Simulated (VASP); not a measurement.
# KBr in VASP: a series of runs, part 2 of 2

VASP 6.6.1.

### 4 Single point, PBEsol

Contents of INCAR:

```
SYSTEM = KBr
PREC = Accurate
ENCUT = 520
EDIFF = 1E-7
ISMEAR = 0
SIGMA = 0.01
LREAL = .False.
LASPH = .True.
NELM = 100
ALGO = Normal
ISIF = 2
LWAVE = .False.
LCHARG = .False.
GGA = PS
NBANDS = 15
```

Contents of KPOINTS:

```
Automatic mesh
0
Gamma
  6 6 6
  0 0 0
```

Contents of POSCAR:

```
KBr
1.0
    0.0000000000      3.3000000000      3.3000000000
    3.3000000000      0.0000000000      3.3000000000
    3.3000000000      3.3000000000      0.0000000000
K Br
1 1
Direct
   -0.0015151515     -0.0015151515      0.0015151515
    0.5000000000      0.5000000000      0.5000000000
```

Potentials or basis: VASP PAW PBE potentials, release 64 (K_sv, Br).

Launch:

```bash
$ cat potpaw_PBE.64/K_sv/POTCAR potpaw_PBE.64/Br/POTCAR > POTCAR
$ mpirun -np 1 vasp_std > vasp.out
```

OUTCAR:

```text
SYSTEM = KBr
   PREC = Accurate
   ENCUT = 520
   EDIFF = 1E-7
   ISMEAR = 0
   LREAL = .False.
   LASPH = .True.
   NELM = 100
   ISIF = 2
   GGA = PS

 ion  position               nearest neighbor table
   1  0.998  0.998  0.002-   2 3.29   2 3.30   2 3.30   2 3.30   2 3.30
   2  0.500  0.500  0.500-   1 3.29   1 3.30   1 3.30   1 3.30   1 3.30

  LATTYP: Found a face centered cubic cell.
 ALAT       =     6.6000000000

  Lattice vectors:

 A1 = (   0.0000000000,   3.3000000000,   3.3000000000)
 A2 = (   3.3000000000,   0.0000000000,   3.3000000000)
 A3 = (   3.3000000000,   3.3000000000,   0.0000000000)

Analysis of symmetry for initial positions (statically):
=====================================================================
 Subroutine PRICEL returns:
 Original cell was already a primitive cell.

 Routine SETGRP: Setting up the symmetry group for a
 face centered cubic supercell.

 Subroutine GETGRP returns: Found  8 space group operations
 (whereof  8 operations were pure point group operations)
 out of a pool of 48 trial point group operations.

The static configuration has the point symmetry C_4v.

Analysis of symmetry for dynamics (positions and initial velocities):
[... 166 lines left out ...]
 k-point     1 :       0.0000    0.0000    0.0000
  band No.  band energies     occupation
      1     -29.4388      2.00000
      2     -14.1328      2.00000
      3     -12.9813      2.00000
      4     -12.9813      2.00000
      5     -12.9813      2.00000
      6      -1.8265      2.00000
      7      -1.8265      2.00000
      8      -1.8265      2.00000
      9       2.4523      0.00000
     10       5.7024      0.00000
     11       5.7025      0.00000
     12       5.7025      0.00000
     13       6.5406      0.00000
     14       6.5408      0.00000
[... 401 lines left out ...]
      2     -14.1831      2.00000
      3     -13.0223      2.00000
      4     -13.0036      2.00000
      5     -12.8691      2.00000
      6      -2.7136      2.00000
      7      -2.2104      2.00000
      8      -2.1777      2.00000
      9       4.9014      0.00000
     10       5.1079      0.00000
     11       6.9509      0.00000
     12       7.8319      0.00000
     13       7.8960      0.00000
     14       8.0504      0.00000
     15       9.1391      0.00000

 [... further k-points ...]
[... 5 lines left out ...]
  --------------------------------------------------------------------------------------
  -------------------------------------------------------------------------------------
  Total       -0.1265471     -0.1265471     -0.1256186      0.0000000     -0.0000000      0.0000000
  in kB       -2.8209221     -2.8209221     -2.8002227      0.0000000     -0.0000000      0.0000000
  external PRESSURE =      -2.8140223 kB  Pullay stress =       0.0000000 kB

 VOLUME and BASIS-vectors are now :
 -----------------------------------------------------------------------------
  energy-cutoff  :      520.00
  volume of cell :       71.87
      direct lattice vectors                 reciprocal lattice vectors
     0.000000000  3.300000000  3.300000000    -0.151515152  0.151515152  0.151515152
     3.300000000  0.000000000  3.300000000     0.151515152 -0.151515152  0.151515152
     3.300000000  3.300000000  0.000000000     0.151515152  0.151515152 -0.151515152

 POSITION                                       TOTAL-FORCE (eV/Angst)
 -----------------------------------------------------------------------------------
      3.30000      3.30000      6.59000         0.000000      0.000000      0.010924
      3.30000      3.30000      3.30000         0.000000      0.000000     -0.010924
 -----------------------------------------------------------------------------------
    total drift:                               -0.000000     -0.000000     -0.000058

  FREE ENERGIE OF THE ION-ELECTRON SYSTEM (eV)
  ---------------------------------------------------
  free  energy   TOTEN  =        -6.4587490980 eV

  energy  without entropy=       -6.4587490980  energy(sigma->0) =       -6.45874910
```

stdout:

```text
POSCAR found type information on POSCAR K Br
 POSCAR found :  2 types and       2 ions
 scaLAPACK will be used
 -----------------------------------------------------------------------------
|                                                                             |
|                                                                             |
|     You enforced a specific xc type in the INCAR file but a different       |
|     I HOPE YOU KNOW WHAT YOU ARE DOING!                                     |
|                                                                             |
 -----------------------------------------------------------------------------

 LDA part: xc-table for (Slater+PW92), standard interpolation
 POSCAR, INCAR and KPOINTS ok, starting setup
 FFT: planning ... GRIDC
 FFT: planning ... GRID_SOFT
 FFT: planning ... GRID
 WAVECAR not read
 entering main loop
```

Wall time 25 s (1 thread of Intel Xeon Platinum 8488C (Sapphire Rapids), shared host); peak memory 0.21 GiB.

What came out:

```yaml
Free_energy: -6.4587 eV
Pressure: -0.3 GPa
Largest_force: 0.011 eV/Å
Band_gap_on_the_k_mesh: 4.28 eV, direct
```

Forces on the atoms (eV/Å):
```
K    0.000  0.000  0.011
Br   0.000  0.000 -0.011
```

Levels at points of the mesh, in eV from the valence-band top:
| k point | band 6 | band 7 | band 8 | band 9 | band 10 | band 11 |
| --- | --- | --- | --- | --- | --- | --- |
| (0.00, 0.00, 0.00) | 0.00 | 0.00 | 0.00 | 4.28 | 7.53 | 7.53 |
| (0.50, 0.00, 0.00) | -1.21 | -0.34 | -0.34 | 6.44 | 8.13 | 9.72 |
| (0.50, 0.50, 0.00) | -0.83 | -0.29 | -0.29 | 5.75 | 7.09 | 9.33 |
| (0.00, 0.50, 0.50) | -0.83 | -0.29 | -0.29 | 5.75 | 7.09 | 9.33 |

Caveat: the PAW data sets were made with another functional, which shifts forces and pressure a little.

### 5 Single point, PBEsol

Contents of INCAR:

```
SYSTEM = KBr
  ALGO = Normal
  EDIFF = 1E-6
  ENCUT = 520
  GGA = PS
  ISIF = 2
  ISMEAR = 0
  LASPH = .True.
  LCHARG = .False.
  LREAL = .False.
  LWAVE = .False.
  NBANDS = 15
  NELM = 100
  PREC = Accurate
  SIGMA = 0.01
```

Contents of KPOINTS:

```
k-points
0
Gamma
  6 6 6
  0 0 0
```

Edit POSCAR of step 4 so:

```diff
@@ -8,3 +8,3 @@
 Direct
-   -0.0015151515     -0.0015151515      0.0015151515
+    0.0015151515      0.0015151515     -0.0015151515
     0.5000000000      0.5000000000      0.5000000000
```

Launch:

```bash
$ cat potpaw_PBE.64/K_sv/POTCAR potpaw_PBE.64/Br/POTCAR > POTCAR
$ mpirun -np 1 vasp_std > vasp.out
```

Run time: 25 s. Hardware: 1 thread of Intel Xeon Platinum 8488C (Sapphire Rapids), shared host; peak memory 0.21 GiB.

It converged, with:

* Free energy: -6.4587 eV
* Pressure: -0.3 GPa
* Largest force: 0.011 eV/Å
* Band gap on the k mesh: 4.28 eV, direct

Forces on the atoms (eV/Å):
```
K    0.000  0.000 -0.011
Br   0.000  0.000  0.011
```

Levels at points of the mesh, in eV from the valence-band top:
```
           k point  band 6  band 7  band 8  band 9  band 10  band 11
(0.00, 0.00, 0.00)    0.00    0.00    0.00    4.28     7.53     7.53
(0.50, 0.00, 0.00)   -1.21   -0.34   -0.34    6.44     8.13     9.72
(0.50, 0.50, 0.00)   -0.83   -0.29   -0.29    5.75     7.09     9.33
(0.00, 0.50, 0.50)   -0.83   -0.29   -0.29    5.75     7.09     9.33
```

Caveat: the PAW data sets were made with another functional, which shifts forces and pressure a little.

### 6 Single point, PBEsol

Contents of INCAR:

```
SYSTEM = KBr
  PREC = Accurate
  ENCUT = 520
  EDIFF = 1E-7
  ISMEAR = 0
  SIGMA = 0.01
  LREAL = .FALSE.
  LASPH = .TRUE.
  NELM = 60
  ALGO = Normal
  ISIF = 2
  LWAVE = .FALSE.
  LCHARG = .TRUE.
  GGA = PS
  LELF = .TRUE.
  LVHAR = .TRUE.
  NBANDS = 15
```

Contents of KPOINTS:

```
Automatic mesh
0
G
  6 6 6
  0 0 0
```

Edit POSCAR of step 5 so:

```diff
@@ -8,3 +8,3 @@
 Direct
-    0.0015151515      0.0015151515     -0.0015151515
+    0.0030303030      0.0030303030     -0.0030303030
     0.5000000000      0.5000000000      0.5000000000
```

Potentials or basis: VASP PAW PBE potentials, release 64 (K_sv, Br).

Launch:

```bash
$ cat potpaw_PBE.64/K_sv/POTCAR potpaw_PBE.64/Br/POTCAR > POTCAR
$ mpirun -np 1 vasp_std > vasp.out
```

It took 28 s on 1 thread of Intel Xeon Platinum 8488C (Sapphire Rapids), shared host; peak memory 0.21 GiB.

It converged, with:

| Quantity | Value |
| --- | --- |
| Free energy | -6.4586 eV |
| Pressure | -0.3 GPa |
| Largest force | 0.022 eV/Å |
| Band gap on the k mesh | 4.28 eV, direct |

Forces on the atoms (eV/Å):
```
K    0.000  0.000 -0.022
Br   0.000  0.000  0.022
```

Levels at points of the mesh, in eV from the valence-band top:
| k point | band 4 | band 5 | band 6 | band 7 | band 8 | band 9 | band 10 | band 11 | band 12 | band 13 |
| --- | --- | --- | --- | --- | --- | --- | --- | --- | --- | --- |
| (0.00, 0.00, 0.00) | -11.15 | -11.15 | 0.00 | 0.00 | 0.00 | 4.28 | 7.53 | 7.53 | 7.53 | 8.37 |
| (0.50, 0.00, 0.00) | -11.16 | -10.92 | -1.21 | -0.34 | -0.34 | 6.44 | 8.13 | 9.72 | 9.72 | 9.98 |
| (0.50, 0.50, 0.00) | -11.19 | -11.19 | -0.83 | -0.29 | -0.29 | 5.75 | 7.09 | 9.33 | 9.33 | 9.64 |
| (0.00, 0.50, 0.50) | -11.19 | -11.19 | -0.83 | -0.29 | -0.29 | 5.75 | 7.09 | 9.33 | 9.35 | 9.63 |

Caveat: the PAW data sets were made with another functional, which shifts forces and pressure a little. A hybrid or GW would open this gap; PBEsol tends to underestimate it.
